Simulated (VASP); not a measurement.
# MgTe (P6_3mc) in VASP: single point with HSE06

Aim: the single point of MgTe with HSE06.

Program: VASP 6.6.1. These are calculated values, not measurements. Logs are shortened: lines on timing, memory, paths and dates and some standing lists are left out, and cuts for length are marked.

## (1) The cell of the first run

The structure is hexagonal, space group P6_3mc (No. 186). Conventional cell: a = 4.623 Å, b = 4.623 Å, c = 7.394 Å, α = 90.00°, β = 90.00°, γ = 120.00°. Mg (site symmetry 3m) has 4 Te at 2.81 Å within 3.7 Å. Te (site symmetry 3m) has 4 Mg at 2.81 Å within 3.7 Å.

## (2) Single point, HSE06 (epitaxial xy strain +1.0%)

File POSCAR:

```
MgTe
1.0
    4.6234120047      0.0000000000      0.0000000000
   -2.3117060024      4.0039922483      0.0000000000
    0.0000000000      0.0000000000      7.3935669438
Mg Te
2 2
Direct
    0.3333333333      0.6666666667     -0.0023919656
    0.6666666667      0.3333333333      0.4976080344
    0.3333333333      0.6666666667      0.3773919656
    0.6666666667      0.3333333333      0.8773919656
```

File INCAR.step1:

```
SYSTEM = MgTe
ALGO = Normal
EDIFF = 1E-5
ENCUT = 520
GGA = PE
GGA_COMPAT = .FALSE.
ISIF = 2
ISMEAR = 0
LASPH = .TRUE.
LCHARG = .FALSE.
LREAL = .FALSE.
LWAVE = .TRUE.
NBANDS = 16
NELM = 120
PREC = Accurate
SIGMA = 0.01
```

File INCAR.step2:

```
SYSTEM = MgTe
ALGO = Normal
EDIFF = 1E-6
ENCUT = 520
GGA = PE
GGA_COMPAT = .FALSE.
HFSCREEN = 0.2079
ISIF = 2
ISMEAR = 0
ISTART = 1
LASPH = .TRUE.
LCHARG = .FALSE.
LHFCALC = .TRUE.
LREAL = .FALSE.
LWAVE = .FALSE.
NBANDS = 16
NELM = 120
PREC = Accurate
PRECFOCK = Normal
SIGMA = 0.01
```

File KPOINTS:

```
k-points
0
G
  6 6 2
  0 0 0
```

Potentials or basis: VASP PAW PBE potentials, release 64 (Mg, Te).

Launch:

```console
cat potpaw_PBE.64/Mg/POTCAR potpaw_PBE.64/Te/POTCAR > POTCAR
cp INCAR.step1 INCAR
mpirun -np 1 vasp_std > vasp.out
cp INCAR.step2 INCAR
mpirun -np 1 vasp_std > vasp.out
```

OUTCAR:

```text
SYSTEM = MgTe
   EDIFF = 1E-6
   ENCUT = 520
   GGA = PE
   HFSCREEN = 0.2079
   ISIF = 2
   ISMEAR = 0
   ISTART = 1
   LASPH = .TRUE.
   LHFCALC = .TRUE.
   LREAL = .FALSE.
   NELM = 120
   PREC = Accurate
   PRECFOCK = Normal

 ion  position               nearest neighbor table
   1  0.333  0.667  0.998-   3 2.81   4 2.81   4 2.81   4 2.81
   2  0.667  0.333  0.498-   4 2.81   3 2.81   3 2.81   3 2.81
   3  0.333  0.667  0.377-   1 2.81   2 2.81   2 2.81   2 2.81
   4  0.667  0.333  0.877-   2 2.81   1 2.81   1 2.81   1 2.81

  LATTYP: Found a hexagonal cell.
 ALAT       =     4.6234120047
 C/A-ratio  =     1.5991581404

  Lattice vectors:

 A1 = (   4.6234120047,   0.0000000000,   0.0000000000)
 A2 = (  -2.3117060024,   4.0039922483,   0.0000000000)
 A3 = (   0.0000000000,   0.0000000000,   7.3935669438)

Analysis of symmetry for initial positions (statically):
=====================================================================
 Subroutine PRICEL returns:
 Original cell was already a primitive cell.

 Routine SETGRP: Setting up the symmetry group for a
 hexagonal supercell.

 Subroutine GETGRP returns: Found 12 space group operations
 (whereof  6 operations were pure point group operations)
 out of a pool of 24 trial point group operations.

The static configuration has the point symmetry C_3v.
 The point group associated with its full space group is C_6v.

Analysis of symmetry for dynamics (positions and initial velocities):
=====================================================================
 Subroutine PRICEL returns:
 Original cell was already a primitive cell.

 Routine SETGRP: Setting up the symmetry group for a
 hexagonal supercell.

 Subroutine GETGRP returns: Found 12 space group operations
 (whereof  6 operations were pure point group operations)
 out of a pool of 24 trial point group operations.

The dynamic configuration has the point symmetry C_3v.
 The point group associated with its full space group is C_6v.

 Subroutine INISYM returns: Found 12 space group operations
 (whereof  6 operations are pure point group operations),
 and found     1 'primitive' translations

----------------------------------------------------------------------------------------

                                     Primitive cell

  volume of cell :     136.8705

  direct lattice vectors                    reciprocal lattice vectors
     4.623412005  0.000000000  0.000000000     0.216290480  0.124875367  0.000000000
    -2.311706002  4.003992248  0.000000000     0.000000000  0.249750733  0.000000000
     0.000000000  0.000000000  7.393566944     0.000000000  0.000000000  0.135252715

  length of vectors
     4.623412005  4.623412005  7.393566944     0.249750733  0.249750733  0.135252715

  position of ions in fractional coordinates (direct lattice)
     0.333333333  0.666666667  0.997608034
     0.666666667  0.333333333  0.497608034
     0.333333333  0.666666667  0.377391966
     0.666666667  0.333333333  0.877391966

  ion indices of the primitive-cell ions
   primitive index   ion index
                 1           1
                 2           2
                 3           3
                 4           4

----------------------------------------------------------------------------------------

 KPOINTS: k-points

Automatic generation of k-mesh.
 Grid dimensions read from file:
 generate k-points for:    6    6    2

 Generating k-lattice:

  Cartesian coordinates                     Fractional coordinates (reciprocal lattice)
     0.036048413  0.020812561  0.000000000     0.166666667 -0.000000000  0.000000000
     0.000000000  0.041625122  0.000000000     0.000000000  0.166666667  0.000000000
     0.000000000  0.000000000  0.067626357     0.000000000  0.000000000  0.500000000

  Length of vectors
     0.041625122  0.041625122  0.067626357

  Shift w.r.t. Gamma in fractional coordinates (k-lattice)
     0.000000000  0.000000000  0.000000000

 Subroutine IBZKPT returns following result:
 ===========================================

 Found     14 irreducible k-points:

 Following reciprocal coordinates:
            Coordinates               Weight
  0.000000  0.000000  0.000000      1.000000
  0.166667  0.000000  0.000000      6.000000
  0.333333  0.000000  0.000000      6.000000
  0.500000  0.000000  0.000000      3.000000
  0.166667  0.166667  0.000000      6.000000
  0.333333  0.166667  0.000000     12.000000
  0.333333  0.333333  0.000000      2.000000
  0.000000  0.000000  0.500000      1.000000
  0.166667  0.000000  0.500000      6.000000
  0.333333  0.000000  0.500000      6.000000
  0.500000  0.000000  0.500000      3.000000
  0.166667  0.166667  0.500000      6.000000
  0.333333  0.166667  0.500000     12.000000
  0.333333  0.333333  0.500000      2.000000
   k-points           NKPTS =     14   k-points in BZ     NKDIM =     72   number of bands    NBANDS=     16
   number of dos      NEDOS =    301   number of ions     NIONS =      4
   total plane-waves  NPLWV =  72576
   dimension x,y,z NGX =    36 NGY =   36 NGZ =   56
   dimension x,y,z NGXF=    72 NGYF=   72 NGZF=  112
   ions per type =               2   2
   NGX,Y,Z   is equivalent  to a cutoff of  12.94, 12.94, 12.59 a.u.
   NGXF,Y,Z  is equivalent  to a cutoff of  25.89, 25.89, 25.18 a.u.
 SYSTEM =  MgTe
   PREC   = accura    normal or accurate (medium, high low for compatibility)
   ISTART =      1    job   : 0-new  1-cont  2-samecut
   ICHARG =      0    charge: 1-file 2-atom 10-const
   ISPIN  =      1    spin polarized calculation?
   LNONCOLLINEAR =      F non collinear calculations
   LSORBIT =      F    spin-orbit coupling
   LASPH  =      T    aspherical Exc in radial PAW
   ENCUT  =  520.0 eV  38.22 Ry    6.18 a.u.   8.60  8.60 13.75*2*pi/ulx,y,z
   NELM   =    120;   NELMIN=  2; NELMDL=  0     # of ELM steps
   EDIFF  = 0.1E-05   stopping-criterion for ELM
   LREAL  =      F    real-space projection
   EDIFFG = 0.1E-04   stopping-criterion for IOM
   NSW    =      0    number of steps for IOM
   IBRION =     -1    ionic relax: 0-MD 1-quasi-New 2-CG
   NFREE  =      0    steps in history (QN), initial steepest desc. (CG)
   ISIF   =      2    stress and relaxation
   ISYM   =      3    0-nonsym 1-usesym 2-fastsym
   POTIM  = 0.5000    time-step for ionic-motion
   TEBEG  =    0.0;   TEEND  =   0.0 temperature during run
   PSTRESS=    0.0 pullay stress
   NELECT =      16.0000    total number of electrons
   NUPDOWN=      -1.0000    fix difference up-down
   EMIN   =  10.00;   EMAX   =-10.00  energy-range for DOS
   EFERMI =   0.00;   METHOD = LEGACY
   ISMEAR =     0;   SIGMA  =   0.01  broadening in eV -4-tet -1-fermi 0-gaus
   EFERMI_NEDOS =   21; number of points for ismear=-14 and -15
   IALGO  =     38    algorithm
   IMIX   =      1    mixing-type and parameters
     AMIX     =   0.40;   BMIX     =  1.00
     AMIX_MAG =   1.60;   BMIX_MAG =  1.00
  volume/ion in A,a.u.               =      34.22       230.91
  Fermi-wavevector in a.u.,A,eV,Ry     =   0.800470  1.512668  8.717956  0.640752
  Thomas-Fermi vector in A             =   1.907771
   LORBIT       =      0    0 simple, 1 ext, 2 COOP (PROOUT), +10 PAW based schemes
   GGA     = PE    functional components
   LHFCALC =     T    Hartree Fock is set to
   PRECFOCK=normal    Normal, Fast or Accurate (Low or Medium for compatibility)
   ENCUT4O =  -1.0   cutoff for four orbital integrals eV
   NKREDX  =     1    reduce k-point grid by
   NKREDY  =     1    reduce k-point grid by
   NKREDZ  =     1    reduce k-point grid by
   AEXX    =    0.2500 exact exchange contribution
   HFSCREEN=    0.2079 screening length (either q_TF or 0.3 A-1)
   HFSCREENC=   0.2079 screening length for correlation (either q_TF or 0.3 A-1)
   ENCUTFOCK=  -1.0 apply spherical cutoff to Coloumb kernel
   IVDW    =     0    specifies the selected vdW correction
   LEPSILON=     F    determine dielectric tensor
   LRPA    =     F    only Hartree local field effects (RPA)
 non-spin polarized calculation
 Gauss-broadening in eV      SIGMA  =   0.01
  energy-cutoff  :      520.00
  volume of cell :      136.87
 maximum number of plane-waves:      3712
 NGX is ok and might be reduce to    36
  NGX = 28; NGY = 28; NGZ = 42

 number of electron      15.9999999 magnetization

 Free energy of the ion-electron system (eV)
  ---------------------------------------------------
  ext. energy  EPLUGINS =         0.00000000
  ---------------------------------------------------
  free energy    TOTEN  =       -15.11397335 eV

  energy without entropy =      -15.11397335  energy(sigma->0) =      -15.11397335

 E-fermi :   1.3745     XC(G=0):  -6.5535

 val. band max:        1.3139250390   @ k =   0.0000   0.0000   0.0000
 cond. band min:       4.3994953763   @ k =   0.0000   0.0000   0.0000
 fundamental gap:      3.0855703373
 Fermi energy:         1.3744613585

 k-point     1 :       0.0000    0.0000    0.0000
  band No.  band energies     occupation
      1      -9.8473      2.00000
      2      -9.1565      2.00000
      3      -2.1933      2.00000
      4       0.6580      2.00000
      5       0.6580      2.00000
      6       1.2096      2.00000
[... 8 lines left out ...]
     15       8.3886      0.00000
     16       9.3681      0.00000

 k-point     2 :       0.1667    0.0000    0.0000
  band No.  band energies     occupation
      1      -9.7225      2.00000
      2      -9.0929      2.00000
      3      -2.0113      2.00000
      4      -0.1917      2.00000
      5       0.2748      2.00000
      6       0.4217      2.00000
[... 8 lines left out ...]
     15       8.4534      0.00000
     16       8.9416      0.00000

 k-point     3 :       0.3333    0.0000    0.0000
  band No.  band energies     occupation
      1      -9.4227      2.00000
      2      -8.9853      2.00000
      3      -1.7444      2.00000
      4      -1.1716      2.00000
      5      -0.9130      2.00000
      6       0.0485      2.00000
[... 8 lines left out ...]
     15       9.1835      0.00000
     16      10.0809      0.00000

 k-point     4 :       0.5000    0.0000    0.0000
  band No.  band energies     occupation
      1      -9.2140      2.00000
      2      -8.9724      2.00000
      3      -2.0226      2.00000
      4      -1.5081      2.00000
      5      -0.8242      2.00000
      6      -0.1089      2.00000
[... 8 lines left out ...]
     15       9.3736      0.00000
     16      10.6086      0.00000

 k-point     5 :       0.1667    0.1667    0.0000
  band No.  band energies     occupation
      1      -9.5076      2.00000
      2      -9.0070      2.00000
      3      -1.7283      2.00000
      4      -0.8189      2.00000
      5      -0.7754      2.00000
      6       0.0434      2.00000
[... 8 lines left out ...]
     15       8.9021      0.00000
     16       9.4369      0.00000

 k-point     6 :       0.3333    0.1667    0.0000
  band No.  band energies     occupation
      1      -9.2227      2.00000
      2      -8.9660      2.00000
      3      -1.7809      2.00000
      4      -1.3914      2.00000
      5      -0.8248      2.00000
      6      -0.5011      2.00000
[... 8 lines left out ...]
     15       9.1406      0.00000
     16       9.8623      0.00000
[... 77 lines left out ...]
 k-point    11 :       0.5000    0.0000    0.5000
  band No.  band energies     occupation
      1      -9.0917      2.00000
      2      -9.0917      2.00000
      3      -2.1339      2.00000
      4      -2.1339      2.00000
      5       0.2800      2.00000
      6       0.2800      2.00000
[... 8 lines left out ...]
     15      10.1161      0.00000
     16      10.1161      0.00000

 k-point    12 :       0.1667    0.1667    0.5000
  band No.  band energies     occupation
      1      -9.2710      2.00000
      2      -9.2710      2.00000
      3      -1.4397      2.00000
      4      -1.4397      2.00000
      5       0.1561      2.00000
      6       0.1561      2.00000
[... 8 lines left out ...]
     15       9.0112      0.00000
     16       9.0112      0.00000

 k-point    13 :       0.3333    0.1667    0.5000
  band No.  band energies     occupation
      1      -9.0936      2.00000
      2      -9.0936      2.00000
      3      -1.9549      2.00000
      4      -1.9549      2.00000
      5      -0.2695      2.00000
      6      -0.2695      2.00000
[... 8 lines left out ...]
     15       9.5401      0.00000
     16       9.5401      0.00000

 k-point    14 :       0.3333    0.3333    0.5000
  band No.  band energies     occupation
      1      -9.0319      2.00000
      2      -9.0319      2.00000
      3      -1.9233      2.00000
      4      -1.9233      2.00000
      5      -0.7811      2.00000
      6      -0.7811      2.00000
[... 8 lines left out ...]
     15       9.4896      0.00000
     16       9.4896      0.00000

------------------------ aborting loop because EDIFF is reached ----------------------------------------

  FORCE on cell =-STRESS in cart. coord.  units (eV):
  Direction    XX          YY          ZZ          XY          YZ          ZX
  --------------------------------------------------------------------------------------
  -------------------------------------------------------------------------------------
  Total       -0.7396119     -0.7396119     -0.2156468      0.0000000      0.0000000      0.0000000
  in kB       -8.6577418     -8.6577418     -2.5243158      0.0000000      0.0000000      0.0000000
  external PRESSURE =      -6.6132665 kB  Pullay stress =       0.0000000 kB

 VOLUME and BASIS-vectors are now :
 -----------------------------------------------------------------------------
  energy-cutoff  :      520.00
  volume of cell :      136.87
      direct lattice vectors                 reciprocal lattice vectors
     4.623412005  0.000000000  0.000000000     0.216290480  0.124875367  0.000000000
    -2.311706002  4.003992248  0.000000000     0.000000000  0.249750733  0.000000000
     0.000000000  0.000000000  7.393566944     0.000000000  0.000000000  0.135252715

 POSITION                                       TOTAL-FORCE (eV/Angst)
 -----------------------------------------------------------------------------------
     -0.00000      2.66933      7.37588        -0.000000      0.000000      0.000307
      2.31171      1.33466      3.67910        -0.000000     -0.000000      0.000307
     -0.00000      2.66933      2.79027        -0.000000     -0.000000     -0.000307
      2.31171      1.33466      6.48706         0.000000     -0.000000     -0.000307
 -----------------------------------------------------------------------------------
    total drift:                               -0.000000     -0.000000     -0.000619

  FREE ENERGIE OF THE ION-ELECTRON SYSTEM (eV)
  ---------------------------------------------------
  free  energy   TOTEN  =       -15.1139733467 eV

  energy  without entropy=      -15.1139733467  energy(sigma->0) =      -15.11397335
```

Wall time 31 min (1 thread of Oxide Virtual Turin-like, shared host); peak memory 0.34 GiB.

What came out:

* Free energy: -15.1140 eV
* Pressure: -0.7 GPa
* Band gap on the k mesh: 3.09 eV

Stress tensor (GPa, compression positive):
```
-0.87  0.00  0.00
 0.00 -0.87  0.00
 0.00  0.00 -0.25
```

Caveat: the k points lie up to 0.42 Å⁻¹ apart; the cell differs from its parent crystal (epitaxial xy strain +1.0%); the structure was generated, so it needn't be the stable form of MgTe; the PAW data sets were made with another functional, which shifts forces and pressure a little; spin-orbit coupling is left out, which moves the levels of the heavy elements.
